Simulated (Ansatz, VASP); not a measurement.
**Two plane-wave programs on LaTaCO**

File INCAR:

```
SYSTEM = LaTaCO
  ALGO = Normal
  EDIFF = 1E-6
  ENCUT = 520
  GGA = PE
  ISIF = 2
  ISMEAR = 1
  LASPH = .True.
  LCHARG = .False.
  LREAL = .False.
  LWAVE = .False.
  NBANDS = 42
  NELM = 60
  PREC = Accurate
  SIGMA = 0.0178
```

File KPOINTS:

```
k-points
0
Gamma
  7 7 3
  0 0 0
```

POSCAR

```
LaTaCO
1.0
    3.8391120000      0.0000000000      0.0000000000
    0.0000000000      3.8391120000      0.0000000000
    0.0000000000      0.0000000000      8.5369230000
La Ta C O
2 2 2 2
Direct
    0.2500000000      0.2500000000      0.1365000000
    0.7500000000      0.7500000000      0.8635000000
    0.7500000000      0.2500000000      0.5000000000
    0.2500000000      0.7500000000      0.5000000000
    0.2500000000      0.2500000000      0.6625000000
    0.7500000000      0.7500000000      0.3375000000
    0.7500000000      0.2500000000      0.0000000000
    0.2500000000      0.7500000000      0.0000000000
```

Input for Ansatz:

```yaml
crystal:
  lattice:
    - [3.839112, 0.0, 0.0]
    - [0.0, 3.839112, 0.0]
    - [0.0, 0.0, 8.536923]
  atoms:
    - { symbol: La, position: [0.25, 0.25, 0.1365] }
    - { symbol: La, position: [0.75, 0.75, 0.8635] }
    - { symbol: Ta, position: [0.75, 0.25, 0.5] }
    - { symbol: Ta, position: [0.25, 0.75, 0.5] }
    - { symbol: C, position: [0.25, 0.25, 0.6625] }
    - { symbol: C, position: [0.75, 0.75, 0.3375] }
    - { symbol: O, position: [0.75, 0.25, 0.0] }
    - { symbol: O, position: [0.25, 0.75, 0.0] }
  symmetry: { tolerance: 0.0003 }
kpoints:
  mp_grid: { grid: [7, 7, 3], shift: [0, 0, 0] }
  band_path:
    path:
      - [0.0, 0.0, 0.0]
      - [0.0, 0.5, 0.0]
      - [0.5, 0.5, 0.0]
      - [0.0, 0.0, 0.0]
      - [0.0, 0.0, 0.5]
      - [0.0, 0.5, 0.5]
      - [0.5, 0.5, 0.5]
      - [0.0, 0.0, 0.5]
      - [0.0, 0.5, 0.0]
      - [0.0, 0.5, 0.5]
      - [0.5, 0.5, 0.0]
    npoints: 6
magnetization:
  spin_polarized: false
scf:
  occupations: { method: cold, width: 0.0178 }
  lower_state_search: "off"
  max_iter: 200
hamiltonian:
  pseudopotentials: { kind: paw }
  xc: pbe
basis:
  ecutwfc: 420
  fft_grid_basis: typed
output:
  forces: true
  stress: true
  eigenvalues: true
  bader: true
  populations: true
  elf: true
  write_potential: true
  volumetric_format: npy
  dos:
    e_range: [-12, 8]
    de: 0.05
    projected: { site_lists: { C: [C], La: [La], O: [O], Ta: [Ta] } }
checkpoint:
  read: saved_state
```

Alike in both runs: task single point; functional PBE; k mesh 7 × 7 × 3; no spin polarisation.

|  | VASP | Ansatz |
| --- | --- | --- |
| version | VASP 6.6.1 | Ansatz 0.2.0 |
| potentials or method | VASP PAW PBE potentials, release 64 (La, Ta_pv, C, O), cutoff 520 eV | PAW plane waves |
| occupations | methfessel-paxton of order 1, width 0.0178 eV | cold, width 0.0178 eV |
| valence electrons in the cell | 64 | 68 |

Ansatz gave:

```
pressure (GPa)                                                : 9.2
traceless stress, the component that is largest in VASP (GPa) : -5.68
rms of the force components (eV/Å)                            : 1.229
```

Question: Which values does VASP return?

Answer: Pressure (GPa): 9.1; traceless stress, the component that is largest in VASP (GPa): -5.70; rms of the force components (eV/Å): 1.217.

Atom by atom the forces differ by 0.013 eV/Å (rms over components). VASP's potentials hold 64 valence electrons a cell and Ansatz's 68, so a difference there can come from the potentials and not from the codes.

Neither program's run includes spin-orbit coupling.
